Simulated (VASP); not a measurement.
A run of VASP 6.6.1 is set up as follows.

File INCAR:

```
SYSTEM = GaN
ALGO = Normal
EDIFF = 1E-6
ENCUT = 520
GGA = PE
ISIF = 2
ISMEAR = -1
LASPH = .True.
LCHARG = .False.
LREAL = .False.
LWAVE = .False.
NBANDS = 16
NELM = 60
PREC = Accurate
SIGMA = 0.05
```

KPOINTS

```
k-points
0
Gamma
  10 10 10
  0 0 0
```

File POSCAR:

```
GaN
1.0
    3.0003799130      0.0000000000      0.0000000000
   -1.5001899565      2.5984052664      0.0000000000
    0.0000000000      0.0000000000      2.7011411802
Ga N
1 1
Direct
    0.6666700000      0.3333300000      0.5000000000
    0.0000000000      0.0000000000      0.0000000000
```

Potentials or basis: VASP PAW PBE potentials, release 64 (Ga_d, N).

The run is started by

```bash
$ cat potpaw_PBE.64/Ga_d/POTCAR potpaw_PBE.64/N/POTCAR > POTCAR
$ mpirun -np 1 vasp_std > vasp.out
```

(1) Predict the pressure.

(2) Estimate the band gap on the k mesh.

## Answers

(1) -2.6 GPa.

(2) zero (band 9 reaches 7.51 eV, above the bottom of band 10 at 6.45 eV).
